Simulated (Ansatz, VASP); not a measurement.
# One calculation of GaN, two programs

Contents of INCAR:

```
PREC = Accurate ; ENCUT = 520
EDIFF = 1E-6 ; ISMEAR = -1
SIGMA = 0.02 ; LREAL = F
LASPH = T ; NELM = 100
ALGO = Normal ; ISIF = 2
LWAVE = F ; LCHARG = T
LELF = T ; LVHAR = T
NBANDS = 26
```

KPOINTS

```
regular mesh
0
Gamma
  8 6 8
```

File POSCAR:

```
GaN
1.0
   -2.2275688896      2.2275688896      0.0000000000
    0.0000000000      0.0000000000      4.4551377792
    2.2275688896      2.2275688896      0.0000000000
Ga N
2 2
Direct
    0.0000000000      0.0000000000      0.0000000000
    0.5000000000      0.5000000000      0.5000000000
    0.0000000000      0.2500000000      0.5000000000
    0.5000000000      0.7500000000      0.0000000000
```

Input for Ansatz:

```yaml
crystal:
  lattice:
    - [-2.2275688896, 2.2275688896, 0.0]
    - [0.0, 0.0, 4.4551377792]
    - [2.2275688896, 2.2275688896, 0.0]
  atoms:
    - { symbol: Ga, position: [0.0, 0.0, 0.0] }
    - { symbol: Ga, position: [0.5, 0.5, 0.5] }
    - { symbol: "N", position: [0.0, 0.25, 0.5] }
    - { symbol: "N", position: [0.5, 0.75, 0.0] }
kpoints:
  mp_grid: { grid: [8, 6, 8] }
scf:
  occupations: { method: fermi_dirac, width: 0.02 }
hamiltonian:
  xc: lda
  pseudopotentials: { kind: all_electron, lapw: { basis_error: 0.001 } }
output:
  forces: true
  stress: true
  eigenvalues: true
```

Alike in both runs: task single point; functional LDA; k mesh 8 × 6 × 8; occupations fermi-dirac, width 0.02 eV; no spin polarisation.

```csv
,VASP,Ansatz
version,VASP 6.6.1,Ansatz 0.2.0
potentials or method,"VASP PAW LDA potentials, release 64 (Ga_d, N), cutoff 520 eV","all-electron LAPW, scalar-relativistic"
```

|  | VASP | Ansatz | Ansatz less VASP |
| --- | --- | --- | --- |
| gap on the k mesh at the Fermi level (eV) | 1.97 | 1.96 | -0.010 |
| pressure (GPa) | 1.2 | 0.2 | -0.94 |

LDA's correlation is that of Perdew and Zunger in VASP and of Perdew and Wang (1992) in Ansatz. Ansatz ran all-electron here, and VASP with PAW potentials.
